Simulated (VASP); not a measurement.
# GaN (P6_3mc) in VASP: single point with LDA

Aim: the single point of GaN with LDA.

Program: VASP 6.6.1. These are calculated values, not measurements. Logs are shortened: lines on timing, memory, paths and dates and some standing lists are left out, and cuts for length are marked.

### Step 1. The cell of the first run

The structure is hexagonal, space group P6_3mc (No. 186). The conventional cell has a = 3.152 Å, b = 3.152 Å, c = 5.138 Å, α = 90.00°, β = 90.00°, γ = 120.00°. Ga (site symmetry 3m) has 4 N at 1.93 Å within 2.6 Å. Within 2.6 Å of N (site symmetry 3m) lie 4 Ga at 1.93 Å.

### Step 2. Single point, LDA

File INCAR:

```
SYSTEM = GaN
ALGO = Normal
EDIFF = 1E-6
ENCUT = 1330
GGA_COMPAT = .False.
ISIF = 2
ISMEAR = 0
LASPH = .True.
LCHARG = .False.
LREAL = .False.
LWAVE = .False.
NBANDS = 26
NELM = 120
PREC = Accurate
SIGMA = 0.01
```

File KPOINTS:

```
k-points
0
Gamma
  8 8 5
  0 0 0
```

File POSCAR:

```
GaN
1.0
    3.1517472963      0.0000000000      0.0000000000
   -1.5758736482      2.7294932249      0.0000000000
    0.0000000000      0.0000000000      5.1383934931
Ga N
2 2
Direct
    0.3333333333      0.6666666667      0.0002938746
    0.6666666667      0.3333333333      0.5002938746
    0.3333333333      0.6666666667      0.3767061254
    0.6666666667      0.3333333333      0.8767061254
```

Potentials or basis: VASP PAW LDA potentials, release 64 (Ga_d, N_h).

On the command line:

```console
$ cat potpaw_LDA.64/Ga_d/POTCAR potpaw_LDA.64/N_h/POTCAR > POTCAR
$ mpirun -np 1 vasp_std > vasp.out
```

OUTCAR:

```text
SYSTEM = GaN
   EDIFF = 1E-6
   ENCUT = 1330
   ISIF = 2
   ISMEAR = 0
   LASPH = .True.
   LREAL = .False.
   NELM = 120
   PREC = Accurate

 ion  position               nearest neighbor table
   1  0.333  0.667  0.000-   4 1.93   4 1.93   4 1.93   3 1.93
   2  0.667  0.333  0.500-   3 1.93   3 1.93   3 1.93   4 1.93
   3  0.333  0.667  0.377-   2 1.93   2 1.93   2 1.93   1 1.93
   4  0.667  0.333  0.877-   1 1.93   1 1.93   1 1.93   2 1.93

  LATTYP: Found a hexagonal cell.
 ALAT       =     3.1517472963
 C/A-ratio  =     1.6303316891

  Lattice vectors:

 A1 = (   3.1517472963,   0.0000000000,   0.0000000000)
 A2 = (  -1.5758736482,   2.7294932249,   0.0000000000)
 A3 = (   0.0000000000,   0.0000000000,   5.1383934931)

Analysis of symmetry for initial positions (statically):
=====================================================================
 Subroutine PRICEL returns:
 Original cell was already a primitive cell.

 Routine SETGRP: Setting up the symmetry group for a
 hexagonal supercell.

 Subroutine GETGRP returns: Found 12 space group operations
 (whereof  6 operations were pure point group operations)
 out of a pool of 24 trial point group operations.

The static configuration has the point symmetry C_3v.
 The point group associated with its full space group is C_6v.

Analysis of symmetry for dynamics (positions and initial velocities):
=====================================================================
 Subroutine PRICEL returns:
 Original cell was already a primitive cell.

 Routine SETGRP: Setting up the symmetry group for a
 hexagonal supercell.

 Subroutine GETGRP returns: Found 12 space group operations
 (whereof  6 operations were pure point group operations)
 out of a pool of 24 trial point group operations.

The dynamic configuration has the point symmetry C_3v.
 The point group associated with its full space group is C_6v.

 Subroutine INISYM returns: Found 12 space group operations
 (whereof  6 operations are pure point group operations),
 and found     1 'primitive' translations

----------------------------------------------------------------------------------------

                                     Primitive cell

  volume of cell :      44.2039

  direct lattice vectors                    reciprocal lattice vectors
     3.151747296  0.000000000  0.000000000     0.317284321  0.183184188  0.000000000
    -1.575873648  2.729493225  0.000000000     0.000000000  0.366368376  0.000000000
     0.000000000  0.000000000  5.138393493     0.000000000  0.000000000  0.194613356

  length of vectors
     3.151747296  3.151747296  5.138393493     0.366368376  0.366368376  0.194613356

  position of ions in fractional coordinates (direct lattice)
     0.333333333  0.666666667  0.000293875
     0.666666667  0.333333333  0.500293875
     0.333333333  0.666666667  0.376706125
     0.666666667  0.333333333  0.876706125

  ion indices of the primitive-cell ions
   primitive index   ion index
                 1           1
                 2           2
                 3           3
                 4           4

----------------------------------------------------------------------------------------

 KPOINTS: k-points

Automatic generation of k-mesh.
 Grid dimensions read from file:
 generate k-points for:    8    8    5

 Generating k-lattice:

  Cartesian coordinates                     Fractional coordinates (reciprocal lattice)
     0.039660540  0.022898023  0.000000000     0.125000000  0.000000000  0.000000000
     0.000000000  0.045796047  0.000000000     0.000000000  0.125000000  0.000000000
     0.000000000  0.000000000  0.038922671     0.000000000  0.000000000  0.200000000

  Length of vectors
     0.045796047  0.045796047  0.038922671

  Shift w.r.t. Gamma in fractional coordinates (k-lattice)
     0.000000000  0.000000000  0.000000000

 Subroutine IBZKPT returns following result:
 ===========================================

 Found     30 irreducible k-points:

 Following reciprocal coordinates:
            Coordinates               Weight
  0.000000  0.000000  0.000000      1.000000
  0.125000  0.000000  0.000000      6.000000
  0.250000  0.000000  0.000000      6.000000
  0.375000 -0.000000  0.000000      6.000000
  0.500000  0.000000  0.000000      3.000000
  0.125000  0.125000  0.000000      6.000000
[... 16 lines left out ...]
  0.250000  0.000000  0.400000     12.000000
  0.375000 -0.000000  0.400000     12.000000
 [... further k-points ...]
   k-points           NKPTS =     30   k-points in BZ     NKDIM =     30   number of bands    NBANDS=     26
   number of dos      NEDOS =    301   number of ions     NIONS =      4
   total plane-waves  NPLWV = 102400
   dimension x,y,z NGX =    40 NGY =   40 NGZ =   64
   dimension x,y,z NGXF=    80 NGYF=   80 NGZF=  128
   ions per type =               2   2
   NGX,Y,Z   is equivalent  to a cutoff of  21.10, 21.10, 20.71 a.u.
   NGXF,Y,Z  is equivalent  to a cutoff of  42.20, 42.20, 41.41 a.u.
 SYSTEM =  GaN
   PREC   = accura    normal or accurate (medium, high low for compatibility)
   ISTART =      0    job   : 0-new  1-cont  2-samecut
   ICHARG =      2    charge: 1-file 2-atom 10-const
   ISPIN  =      1    spin polarized calculation?
   LNONCOLLINEAR =      F non collinear calculations
   LSORBIT =      F    spin-orbit coupling
   LASPH  =      T    aspherical Exc in radial PAW
   ENCUT  = 1330.0 eV  97.75 Ry    9.89 a.u.   9.37  9.37 15.28*2*pi/ulx,y,z
   NELM   =    120;   NELMIN=  2; NELMDL= -5     # of ELM steps
   EDIFF  = 0.1E-05   stopping-criterion for ELM
   LREAL  =      F    real-space projection
   EDIFFG = 0.1E-04   stopping-criterion for IOM
   NSW    =      0    number of steps for IOM
   IBRION =     -1    ionic relax: 0-MD 1-quasi-New 2-CG
   NFREE  =      0    steps in history (QN), initial steepest desc. (CG)
   ISIF   =      2    stress and relaxation
   ISYM   =      2    0-nonsym 1-usesym 2-fastsym
   POTIM  = 0.5000    time-step for ionic-motion
   TEBEG  =    0.0;   TEEND  =   0.0 temperature during run
   PSTRESS=    0.0 pullay stress
   NELECT =      36.0000    total number of electrons
   NUPDOWN=      -1.0000    fix difference up-down
   EMIN   =  10.00;   EMAX   =-10.00  energy-range for DOS
   EFERMI =   0.00;   METHOD = LEGACY
   ISMEAR =     0;   SIGMA  =   0.01  broadening in eV -4-tet -1-fermi 0-gaus
   EFERMI_NEDOS =   21; number of points for ismear=-14 and -15
   IALGO  =     38    algorithm
   IMIX   =      4    mixing-type and parameters
     AMIX     =   0.40;   BMIX     =  1.00
     AMIX_MAG =   1.60;   BMIX_MAG =  1.00
  volume/ion in A,a.u.               =      11.05        74.58
  Fermi-wavevector in a.u.,A,eV,Ry     =   1.528817  2.889045 31.800630  2.337280
  Thomas-Fermi vector in A             =   2.636523
   LORBIT       =      0    0 simple, 1 ext, 2 COOP (PROOUT), +10 PAW based schemes
   GGA     = CA    functional components
   LHFCALC =     F    Hartree Fock is set to
   AEXX    =    0.0000 exact exchange contribution
   IVDW    =     0    specifies the selected vdW correction
   LEPSILON=     F    determine dielectric tensor
   LRPA    =     F    only Hartree local field effects (RPA)
 non-spin polarized calculation
 Gauss-broadening in eV      SIGMA  =   0.01
  energy-cutoff  :     1330.00
  volume of cell :       44.20
 maximum number of plane-waves:      4908
 NGX is ok and might be reduce to    40
   NGX = 19   NGY = 19   NGZ = 31

 number of electron      36.0000000 magnetization

 Free energy of the ion-electron system (eV)
  ---------------------------------------------------
  ext. energy  EPLUGINS =         0.00000000
  ---------------------------------------------------
  free energy    TOTEN  =       -27.91617565 eV

  energy without entropy =      -27.91617565  energy(sigma->0) =      -27.91617565

 E-fermi :   5.8149     XC(G=0): -12.3140

 val. band max:        5.7599542356   @ k =   0.0000   0.0000   0.0000
 cond. band min:       7.9073557931   @ k =   0.0000   0.0000   0.0000
 fundamental gap:      2.1474015574
 Fermi energy:         5.8148559751

 k-point     1 :       0.0000    0.0000    0.0000
  band No.  band energies     occupation
      1     -10.3817      2.00000
      2      -9.4009      2.00000
      3      -7.8277      2.00000
      4      -7.8104      2.00000
      5      -7.8104      2.00000
      6      -7.7433      2.00000
[... 18 lines left out ...]
     25      17.5410      0.00000
     26      17.5410      0.00000

 k-point     2 :       0.1250    0.0000    0.0000
  band No.  band energies     occupation
      1     -10.2194      2.00000
      2      -9.3610      2.00000
      3      -7.8096      2.00000
      4      -7.7868      2.00000
      5      -7.7627      2.00000
      6      -7.7226      2.00000
[... 18 lines left out ...]
     25      17.0718      0.00000
     26      17.8724      0.00000

 k-point     3 :       0.2500    0.0000    0.0000
  band No.  band energies     occupation
      1      -9.8379      2.00000
      2      -9.2861      2.00000
      3      -7.7673      2.00000
      4      -7.7453      2.00000
      5      -7.6788      2.00000
      6      -7.6305      2.00000
[... 18 lines left out ...]
     25      17.2192      0.00000
     26      18.5742      0.00000

 k-point     4 :       0.3750   -0.0000    0.0000
  band No.  band energies     occupation
      1      -9.5142      2.00000
      2      -9.2396      2.00000
      3      -7.7549      2.00000
      4      -7.7298      2.00000
      5      -7.6377      2.00000
      6      -7.5750      2.00000
[... 18 lines left out ...]
     25      17.6740      0.00000
     26      19.3605      0.00000
[... 496 lines left out ...]
      1      -9.8218      2.00000
      2      -9.5433      2.00000
      3      -7.7823      2.00000
      4      -7.7691      2.00000
      5      -7.7601      2.00000
      6      -7.7452      2.00000
[... 18 lines left out ...]
     25      16.3775      0.00000
     26      16.8993      0.00000

 k-point    23 :       0.2500    0.0000    0.4000
  band No.  band energies     occupation
      1      -9.5545      2.00000
      2      -9.3818      2.00000
      3      -7.7564      2.00000
      4      -7.7279      2.00000
      5      -7.7081      2.00000
      6      -7.6724      2.00000
[... 18 lines left out ...]
     25      17.1322      0.00000
     26      17.7489      0.00000

 k-point    24 :       0.3750   -0.0000    0.4000
  band No.  band energies     occupation
      1      -9.3557      2.00000
      2      -9.2716      2.00000
      3      -7.7662      2.00000
      4      -7.7293      2.00000
      5      -7.6655      2.00000
      6      -7.6095      2.00000
[... 18 lines left out ...]
     25      17.4561      0.00000
     26      18.4234      0.00000

 [... further k-points ...]

------------------------ aborting loop because EDIFF is reached ----------------------------------------

  FORCE on cell =-STRESS in cart. coord.  units (eV):
  Direction    XX          YY          ZZ          XY          YZ          ZX
  --------------------------------------------------------------------------------------
  -------------------------------------------------------------------------------------
  Total        0.3262902      0.3262902      0.3277745     -0.0000000      0.0000000      0.0000000
  in kB       11.8264342     11.8264342     11.8802334     -0.0000000      0.0000000      0.0000000
  external PRESSURE =      11.8443673 kB  Pullay stress =       0.0000000 kB

 VOLUME and BASIS-vectors are now :
 -----------------------------------------------------------------------------
  energy-cutoff  :     1330.00
  volume of cell :       44.20
      direct lattice vectors                 reciprocal lattice vectors
     3.151747296  0.000000000  0.000000000     0.317284321  0.183184188  0.000000000
    -1.575873648  2.729493225  0.000000000     0.000000000  0.366368376  0.000000000
     0.000000000  0.000000000  5.138393493     0.000000000  0.000000000  0.194613356

 POSITION                                       TOTAL-FORCE (eV/Angst)
 -----------------------------------------------------------------------------------
     -0.00000      1.81966      0.00151         0.000000      0.000000      0.001658
      1.57587      0.90983      2.57071         0.000000     -0.000000      0.001658
     -0.00000      1.81966      1.93566         0.000000      0.000000     -0.001658
      1.57587      0.90983      4.50486        -0.000000      0.000000     -0.001658
 -----------------------------------------------------------------------------------
    total drift:                               -0.000000      0.000000      0.000145

  FREE ENERGIE OF THE ION-ELECTRON SYSTEM (eV)
  ---------------------------------------------------
  free  energy   TOTEN  =       -27.9161756456 eV

  energy  without entropy=      -27.9161756456  energy(sigma->0) =      -27.91617565
```

It took 60 s on 1 thread of Intel Xeon 6975P-C (Granite Rapids), shared host; peak memory 0.33 GiB.

What came out:

```yaml
Free_energy: -27.9162 eV
Pressure: 1.2 GPa
Band_gap_on_the_k_mesh: 2.15 eV
```
